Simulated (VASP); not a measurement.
# Mg64Si33 (a cell with a defect) in VASP: single point with PBEsol

Aim: the single point of Mg64Si33 (a cell with a defect) with PBEsol.

Program: VASP 6.6.1. These are calculated values, not measurements. Logs are shortened: lines on timing, memory, paths and dates and some standing lists are left out, and cuts for length are marked.

### Step 1. The cell of the first run

The cell holds a defect, 97 atoms: a = 12.649 Å, b = 12.649 Å, c = 12.649 Å, α = 90.00°, β = 90.00°, γ = 90.00°.

### Step 2. Single point, PBEsol

File INCAR:

```
ALGO = Normal
EDIFF = 1E-6
ENCUT = 520
GGA = PS
ISIF = 2
ISMEAR = -1
ISYM = 0
LASPH = T
LCHARG = T
LELF = T
LREAL = Auto
LVHAR = T
LWAVE = F
NBANDS = 184
NELECT = 262.0
NELM = 60
PREC = Accurate
SIGMA = 0.05
```

File KPOINTS:

```
Automatic mesh
0
Gamma
  1 1 1
  0.25 0.25 0.25
```

File POSCAR:

```
Mg64Si33
1.0
   12.6494980000      0.0000000000      0.0000000000
    0.0000000000     12.6494980000      0.0000000000
    0.0000000000      0.0000000000     12.6494980000
Mg Si
64 33
Direct
    0.3748260000      0.1245600000      0.1247020000
    0.3740600000      0.1173440000      0.6242570000
    0.3753370000      0.6260580000      0.1247300000
    0.3862370000      0.6096290000      0.6245110000
    0.8746050000      0.1259940000      0.1244240000
    0.8722450000      0.1274040000      0.6230990000
    0.8768480000      0.6250920000      0.1232900000
    0.8816980000      0.6257560000      0.6227830000
    0.1248940000      0.3744550000      0.1246900000
    0.1176400000      0.3737170000      0.6242760000
    0.1263640000      0.8742570000      0.1244600000
    0.1277880000      0.8718740000      0.6231050000
    0.6264460000      0.3749930000      0.1247420000
    0.6101460000      0.3858190000      0.6246070000
    0.6255090000      0.8764900000      0.1232470000
    0.6261530000      0.8813500000      0.6227660000
    0.1216440000      0.1212410000      0.3761570000
    0.1246480000      0.1243070000      0.8742270000
    0.1311450000      0.6236880000      0.3754140000
    0.1239110000      0.6226200000      0.8767070000
    0.6240890000      0.1307920000      0.3754290000
    0.6229960000      0.1235760000      0.8767120000
    0.6528270000      0.6524490000      0.3469410000
    0.6241030000      0.6237460000      0.8784310000
    0.1249090000      0.1245230000      0.1258200000
    0.1214260000      0.1210580000      0.6246120000
    0.1256700000      0.6246010000      0.1231890000
    0.1310940000      0.6234460000      0.6248150000
    0.6249790000      0.1253720000      0.1231760000
    0.6238490000      0.1307630000      0.6248260000
    0.6256510000      0.6252740000      0.1180330000
    0.6505970000      0.6502650000      0.6457390000
    0.3497700000      0.3494300000      0.3535520000
    0.3748970000      0.3745550000      0.8816600000
    0.3767550000      0.8690410000      0.3747780000
    0.3755960000      0.8744820000      0.8763670000
    0.8694160000      0.3764050000      0.3747640000
    0.8748700000      0.3752200000      0.8763250000
    0.8790700000      0.8786870000      0.3749220000
    0.8756560000      0.8752860000      0.8738310000
    0.3764850000      0.3760830000      0.1210340000
    0.3475460000      0.3472400000      0.6529460000
    0.3775580000      0.8763030000      0.1229190000
    0.3764700000      0.8689620000      0.6241700000
    0.8766780000      0.3772180000      0.1229200000
    0.8693600000      0.3761330000      0.6241910000
    0.8759060000      0.8755190000      0.1252830000
    0.8788290000      0.8784970000      0.6235430000
    0.3744660000      0.1184510000      0.3769170000
    0.3750280000      0.1233420000      0.8762940000
    0.3903930000      0.6138820000      0.3749770000
    0.3741250000      0.6248750000      0.8748240000
    0.8728040000      0.1279280000      0.3765090000
    0.8742200000      0.1256250000      0.8751300000
    0.8828300000      0.6261270000      0.3752250000
    0.8756040000      0.6253110000      0.8748840000
    0.1187690000      0.3741210000      0.3769140000
    0.1236950000      0.3746670000      0.8762540000
    0.1282890000      0.8724440000      0.3764850000
    0.1259790000      0.8738570000      0.8751640000
    0.6143080000      0.3900270000      0.3750290000
    0.6252660000      0.3737980000      0.8748490000
    0.6265070000      0.8824760000      0.3752740000
    0.6257030000      0.8752430000      0.8749100000
    0.0002970000      0.9999340000      0.9997790000
    0.0002260000      0.9998200000      0.4998070000
    0.0002820000      0.4998950000      0.9997750000
    0.0002290000      0.4999500000      0.4998060000
    0.5002670000      0.9999220000      0.9997890000
    0.5002990000      0.9998840000      0.4998170000
    0.5002780000      0.4999230000      0.9997880000
    0.4380730000      0.4372670000      0.5051420000
    0.2486740000      0.2483050000      0.0006940000
    0.2406340000      0.2403100000      0.5012390000
    0.2504520000      0.7497740000      0.9998070000
    0.2564980000      0.7436470000      0.4997820000
    0.7501520000      0.2501110000      0.9997880000
    0.7440760000      0.2561300000      0.4997890000
    0.7518610000      0.7514790000      0.9988940000
    0.7598570000      0.7594890000      0.4983900000
    0.2504670000      0.9982610000      0.2502120000
    0.2498120000      0.9973160000      0.7500440000
    0.2503750000      0.5005710000      0.2470760000
    0.2464090000      0.4987050000      0.7549870000
    0.7507560000      0.0024960000      0.2495090000
    0.7501020000      0.0015670000      0.7494420000
    0.7541240000      0.5011390000      0.2446190000
    0.7501640000      0.4992540000      0.7524590000
    0.9986410000      0.2500490000      0.2502080000
    0.9976960000      0.2494110000      0.7500330000
    0.0028680000      0.7503950000      0.2495160000
    0.0019320000      0.7497560000      0.7494310000
    0.5009560000      0.2500150000      0.2470750000
    0.4990500000      0.2460740000      0.7550080000
    0.5015060000      0.7537710000      0.2446150000
    0.4996010000      0.7498040000      0.7524680000
    0.5622320000      0.5620320000      0.4944050000
```

Potentials or basis: VASP PAW PBE potentials, release 64 (Mg, Si).

Launch:

```console
$ cat potpaw_PBE.64/Mg/POTCAR potpaw_PBE.64/Si/POTCAR > POTCAR
$ mpirun -np 1 vasp_std > vasp.out
```

OUTCAR:

```text
EDIFF = 1E-6
   ENCUT = 520
   GGA = PS
   ISIF = 2
   ISMEAR = -1
   ISYM = 0
   LASPH = T
   LREAL = Auto
   NELECT = 262.0
   NELM = 60
   PREC = Accurate

 ion  position               nearest neighbor table
   1  0.375  0.125  0.125-  73 2.73  93 2.73  69 2.74  81 2.75  43 3.14  50 3.14  25 3.16  29 3.16
                            41 3.18  49 3.19
   2  0.374  0.117  0.624-  70 2.69  82 2.70  74 2.77  94 2.81  42 2.95  49 3.13  44 3.14  30 3.16
                            50 3.19  26 3.20
   3  0.375  0.626  0.125-  83 2.72  75 2.73  95 2.73  71 2.75  27 3.16  52 3.16  41 3.16  43 3.17
                            31 3.17  51 3.17
   4  0.386  0.610  0.625-  72 2.73  96 2.80  84 2.80  97 2.83  76 2.84  51 3.16  52 3.18  28 3.23
                            44 3.28  42 3.37  32 3.39
   5  0.875  0.126  0.124-  85 2.72  77 2.73  89 2.73  65 2.75  54 3.15  29 3.16  25 3.17  47 3.17
                            45 3.18  53 3.19
   6  0.872  0.127  0.623-  86 2.73  90 2.73  66 2.77  78 2.78  53 3.12  30 3.14  46 3.15  48 3.15
                            26 3.15  54 3.19
   7  0.877  0.625  0.123-  87 2.69  67 2.72  79 2.74  91 2.76  45 3.14  56 3.14  27 3.15  47 3.17
                            31 3.18  55 3.19
   8  0.882  0.626  0.623-  68 2.68  92 2.71  80 2.78  88 2.83  32 2.95  55 3.13  28 3.15  46 3.16
                            56 3.19  48 3.20
   9  0.125  0.374  0.125-  73 2.73  83 2.73  67 2.74  89 2.75  45 3.14  58 3.14  25 3.16  27 3.16
[... 121 lines left out ...]
  70  0.500  1.000  0.500-  49 2.68  16 2.68   2 2.69  63 2.69  21 2.77  44 2.77  35 2.77  30 2.77

  71  0.500  0.500  1.000-  41 2.69  34 2.70  24 2.70  31 2.70   3 2.75  62 2.75  13 2.75  52 2.75

  72  0.438  0.437  0.505-  97 2.23  42 2.47  33 2.48  14 2.73   4 2.73  61 2.83  51 2.84
  73  0.249  0.248  0.001-  34 2.71  25 2.72   1 2.73   9 2.73  18 2.74  50 2.74  58 2.74  41 2.75

  74  0.241  0.240  0.501-  26 2.64  17 2.65  33 2.70  42 2.71   2 2.77  10 2.77  57 2.78  49 2.78

  75  0.250  0.750  1.000-  60 2.73  11 2.73  36 2.73  27 2.73   3 2.73  52 2.73  43 2.75  20 2.75
[... 39 lines left out ...]
  95  0.502  0.754  0.245-  23 2.64  15 2.69  43 2.69  35 2.71   3 2.73  31 2.77  51 2.80  63 2.81

  96  0.500  0.750  0.752-  32 2.66  44 2.71  36 2.72  52 2.72  64 2.73  24 2.75   4 2.80  16 2.83

  97  0.562  0.562  0.494-  72 2.23  23 2.47  32 2.48  51 2.73  61 2.73   4 2.83  14 2.84

IMPORTANT INFORMATION: All symmetrisations will be switched off!
NOSYMM: (Re-)initialisation of all symmetry stuff for point group C_1.

----------------------------------------------------------------------------------------

                                     Primitive cell

  volume of cell :    2024.0436

  direct lattice vectors                    reciprocal lattice vectors
    12.649498000  0.000000000  0.000000000     0.079054521  0.000000000  0.000000000
     0.000000000 12.649498000  0.000000000     0.000000000  0.079054521  0.000000000
     0.000000000  0.000000000 12.649498000     0.000000000  0.000000000  0.079054521

  length of vectors
    12.649498000 12.649498000 12.649498000     0.079054521  0.079054521  0.079054521

  position of ions in fractional coordinates (direct lattice)
     0.374826000  0.124560000  0.124702000
     0.374060000  0.117344000  0.624257000
     0.375337000  0.626058000  0.124730000
     0.386237000  0.609629000  0.624511000
     0.874605000  0.125994000  0.124424000
     0.872245000  0.127404000  0.623099000
[... 89 lines left out ...]
     0.499601000  0.749804000  0.752468000
     0.562232000  0.562032000  0.494405000

  ion indices of the primitive-cell ions
   primitive index   ion index
                 1           1
                 2           2
                 3           3
                 4           4
                 5           5
                 6           6
[... 89 lines left out ...]
                96          96
                97          97

----------------------------------------------------------------------------------------

 KPOINTS: Automatic mesh

Automatic generation of k-mesh.
 Grid dimensions read from file:
   k-points           NKPTS =      4   k-points in BZ     NKDIM =      4   number of bands    NBANDS=    184
   number of dos      NEDOS =    301   number of ions     NIONS =     97
   total plane-waves  NPLWV = 884736
   dimension x,y,z NGX =    96 NGY =   96 NGZ =   96
   dimension x,y,z NGXF=   192 NGYF=  192 NGZF=  192
   ions per type =              64  33
   NGX,Y,Z   is equivalent  to a cutoff of  12.62, 12.62, 12.62 a.u.
   NGXF,Y,Z  is equivalent  to a cutoff of  25.23, 25.23, 25.23 a.u.
 SYSTEM =  unknown system
   PREC   = accura    normal or accurate (medium, high low for compatibility)
   ISTART =      0    job   : 0-new  1-cont  2-samecut
   ICHARG =      2    charge: 1-file 2-atom 10-const
   ISPIN  =      1    spin polarized calculation?
   LNONCOLLINEAR =      F non collinear calculations
   LSORBIT =      F    spin-orbit coupling
   LASPH  =      T    aspherical Exc in radial PAW
   ENCUT  =  520.0 eV  38.22 Ry    6.18 a.u.  23.52 23.52 23.52*2*pi/ulx,y,z
   NELM   =     60;   NELMIN=  2; NELMDL= -5     # of ELM steps
   EDIFF  = 0.1E-05   stopping-criterion for ELM
   LREAL  =      T    real-space projection
   EDIFFG = 0.1E-04   stopping-criterion for IOM
   NSW    =      0    number of steps for IOM
   IBRION =     -1    ionic relax: 0-MD 1-quasi-New 2-CG
   NFREE  =      0    steps in history (QN), initial steepest desc. (CG)
   ISIF   =      2    stress and relaxation
   ISYM   =      0    0-nonsym 1-usesym 2-fastsym
   POTIM  = 0.5000    time-step for ionic-motion
   TEBEG  =    0.0;   TEEND  =   0.0 temperature during run
   PSTRESS=    0.0 pullay stress
   NELECT =     262.0000    total number of electrons
   NUPDOWN=      -1.0000    fix difference up-down
   EMIN   =  10.00;   EMAX   =-10.00  energy-range for DOS
   EFERMI =   0.00;   METHOD = LEGACY
   ISMEAR =    -1;   SIGMA  =   0.05  broadening in eV -4-tet -1-fermi 0-gaus
   EFERMI_NEDOS =   21; number of points for ismear=-14 and -15
   IALGO  =     38    algorithm
   IMIX   =      4    mixing-type and parameters
     AMIX     =   0.40;   BMIX     =  1.00
     AMIX_MAG =   1.60;   BMIX_MAG =  1.00
  volume/ion in A,a.u.               =      20.87       140.81
  Fermi-wavevector in a.u.,A,eV,Ry     =   0.828137  1.564951  9.331014  0.685810
  Thomas-Fermi vector in A             =   1.940461
   LORBIT       =      0    0 simple, 1 ext, 2 COOP (PROOUT), +10 PAW based schemes
   GGA     = PS    functional components
   LHFCALC =     F    Hartree Fock is set to
   AEXX    =    0.0000 exact exchange contribution
   IVDW    =     0    specifies the selected vdW correction
   LEPSILON=     F    determine dielectric tensor
   LRPA    =     F    only Hartree local field effects (RPA)
 non-spin polarized calculation
  energy-cutoff  :      520.00
  volume of cell :     2024.04
 maximum number of plane-waves:     54486
 NGX is ok and might be reduce to    96
   NGX = 47   NGY = 47   NGZ = 47

 number of electron     261.9999997 magnetization

 Free energy of the ion-electron system (eV)
  ---------------------------------------------------
  ext. energy  EPLUGINS =         0.00000000
  ---------------------------------------------------
  free energy    TOTEN  =      -304.24524562 eV

  energy without entropy =     -304.13615085  energy(sigma->0) =     -304.19069824

 E-fermi :   3.9872     XC(G=0):  -8.9849

 val. band max:        3.8054815099   @ k =  -0.2500  -0.2500   0.2500
 cond. band min:       4.0182111013   @ k =  -0.2500   0.2500   0.2500
 fundamental gap:      0.2127295914
 Fermi energy:         3.9872255590

 k-point     1 :       0.2500    0.2500    0.2500
  band No.  band energies     occupation
      1      -5.8654      2.00000
      2      -5.3132      2.00000
      3      -5.0417      2.00000
      4      -5.0098      2.00000
      5      -4.8761      2.00000
      6      -4.6969      2.00000
[... 573 lines left out ...]
    142       5.0535      0.00000
    143       5.1170      0.00000
 [bands above 143 left out]

------------------------ aborting loop because EDIFF is reached ----------------------------------------

  FORCE on cell =-STRESS in cart. coord.  units (eV):
  Direction    XX          YY          ZZ          XY          YZ          ZX
  --------------------------------------------------------------------------------------
  -------------------------------------------------------------------------------------
  Total       20.7434713     20.7152462     26.9198893      6.7581014     -1.0834848     -1.0793226
  in kB       16.4199619     16.3976197     21.3090446      5.3495274     -0.8576568     -0.8543621
  external PRESSURE =      18.0422087 kB  Pullay stress =       0.0000000 kB

 VOLUME and BASIS-vectors are now :
 -----------------------------------------------------------------------------
  energy-cutoff  :      520.00
  volume of cell :     2024.04
      direct lattice vectors                 reciprocal lattice vectors
    12.649498000  0.000000000  0.000000000     0.079054521  0.000000000  0.000000000
     0.000000000 12.649498000  0.000000000     0.000000000  0.079054521  0.000000000
     0.000000000  0.000000000 12.649498000     0.000000000  0.000000000  0.079054521

 POSITION                                       TOTAL-FORCE (eV/Angst)
 -----------------------------------------------------------------------------------
      4.74136      1.57562      1.57742         0.023072      0.026216      0.032335
      4.73167      1.48434      7.89654         0.001018     -0.024490      0.002859
      4.74782      7.91932      1.57777         0.002702      0.014267     -0.005681
      4.88570      7.71150      7.89975         0.014196      0.097149      0.032271
     11.06331      1.59376      1.57390         0.021333      0.009077      0.015704
     11.03346      1.61160      7.88189         0.005626      0.008194      0.009582
[... 89 lines left out ...]
      6.31970      9.48464      9.51834         0.022080      0.067015      0.012841
      7.11195      7.10942      6.25398         0.062773      0.060310      0.218550
 -----------------------------------------------------------------------------------
    total drift:                                0.003574      0.001103     -0.007495

  FREE ENERGIE OF THE ION-ELECTRON SYSTEM (eV)
  ---------------------------------------------------
  free  energy   TOTEN  =      -304.2452456219 eV

  energy  without entropy=     -304.1361508499  energy(sigma->0) =     -304.19069824
```

Wall time 53 min (1 thread of Oxide Virtual Turin-like, shared host); peak memory 2.1 GiB.

Results:

| Item | Value |
| --- | --- |
| Free energy | -304.2452 eV |
| Largest force | 0.235 eV/Å |

Forces in eV/Å, atoms in the order of the input:
```
Mg   0.023  0.026  0.032
Mg   0.001 -0.024  0.003
Mg   0.003  0.014 -0.006
Mg   0.014  0.097  0.032
Mg   0.021  0.009  0.016
Mg   0.006  0.008  0.010
Mg   0.020  0.090 -0.002
Mg   0.010  0.009  0.031
Mg   0.028  0.021  0.032
Mg  -0.022  0.000  0.001
Mg   0.008  0.021  0.014
Mg   0.008  0.005  0.009
Mg   0.012  0.002 -0.006
Mg   0.097  0.015  0.031
Mg   0.086  0.020  0.002
Mg   0.005  0.010  0.032
Mg   0.010  0.013 -0.043
Mg   0.011  0.009 -0.023
Mg   0.017  0.015 -0.044
Mg   0.007  0.098 -0.023
Mg   0.012  0.017 -0.045
Mg   0.095  0.007 -0.023
Mg   0.056  0.059 -0.029
Mg   0.032  0.034 -0.033
Mg  -0.010 -0.010  0.033
Mg  -0.019 -0.020  0.044
Mg  -0.008 -0.032  0.055
Mg  -0.027  0.013  0.020
Mg  -0.034 -0.011  0.056
Mg   0.009 -0.028  0.021
Mg  -0.014 -0.012  0.010
Mg   0.021  0.019  0.104
Mg  -0.021 -0.022 -0.103
Mg   0.015  0.014 -0.013
Mg  -0.012  0.028 -0.021
Mg   0.032  0.011 -0.054
Mg   0.028 -0.014 -0.020
Mg   0.009  0.033 -0.051
Mg   0.019  0.020 -0.044
Mg   0.010  0.010 -0.033
Mg  -0.034 -0.033  0.036
Mg  -0.056 -0.057  0.023
Mg  -0.094 -0.008  0.022
Mg  -0.012 -0.015  0.043
Mg  -0.009 -0.097  0.023
Mg  -0.015 -0.015  0.041
Mg  -0.010 -0.010  0.025
Mg  -0.008 -0.010  0.041
Mg  -0.008 -0.010 -0.035
Mg  -0.087 -0.020  0.000
Mg  -0.099 -0.015 -0.032
Mg  -0.013 -0.003  0.007
Mg  -0.010 -0.007 -0.010
Mg  -0.011 -0.023 -0.013
Mg   0.024  0.001  0.003
Mg  -0.025 -0.019 -0.031
Mg  -0.008 -0.010 -0.035
Mg  -0.019 -0.087  0.002
Mg  -0.005 -0.013 -0.009
Mg  -0.022 -0.009 -0.014
Mg  -0.014 -0.099 -0.033
Mg  -0.006 -0.014  0.007
Mg  -0.001  0.023  0.000
Mg  -0.022 -0.025 -0.032
Si   0.000  0.000  0.000
Si   0.002  0.002 -0.001
Si   0.000  0.000 -0.001
Si   0.001  0.000 -0.001
Si   0.001  0.000 -0.001
Si   0.001  0.000 -0.001
Si   0.003  0.002 -0.001
Si  -0.065 -0.059 -0.216
Si   0.003  0.002 -0.009
Si   0.075  0.076 -0.013
Si   0.012 -0.014  0.000
Si   0.011 -0.013  0.001
Si  -0.012  0.012 -0.001
Si  -0.011  0.011  0.000
Si  -0.002 -0.004  0.009
Si  -0.074 -0.073  0.009
Si   0.024 -0.008 -0.013
Si   0.021  0.010  0.006
Si  -0.072 -0.020 -0.011
Si   0.074  0.042 -0.020
Si  -0.020 -0.009 -0.007
Si  -0.022  0.010  0.014
Si  -0.075 -0.041  0.019
Si   0.069  0.022  0.013
Si  -0.010  0.025 -0.014
Si   0.008  0.023  0.006
Si  -0.011 -0.023 -0.007
Si   0.009 -0.025  0.014
Si  -0.021 -0.071 -0.011
Si   0.042  0.074 -0.018
Si  -0.040 -0.077  0.018
Si   0.022  0.067  0.013
Si   0.063  0.060  0.219
```

Levels at points of the mesh, in eV from the Fermi level:
| k point | band 127 | band 128 | band 129 | band 130 | band 131 | band 132 | band 133 | band 134 |
| --- | --- | --- | --- | --- | --- | --- | --- | --- |
| (0.25, 0.25, 0.25) | -0.61 | -0.52 | -0.44 | -0.31 | -0.24 | 0.03 | 0.20 | 0.41 |

Caveat: the cell carries a net charge on a neutralising background, which shifts energy and pressure; the cell is charged against a uniform background, so pressure and absolute levels hang on convention; the PAW data sets were made with another functional, which shifts forces and pressure a little.
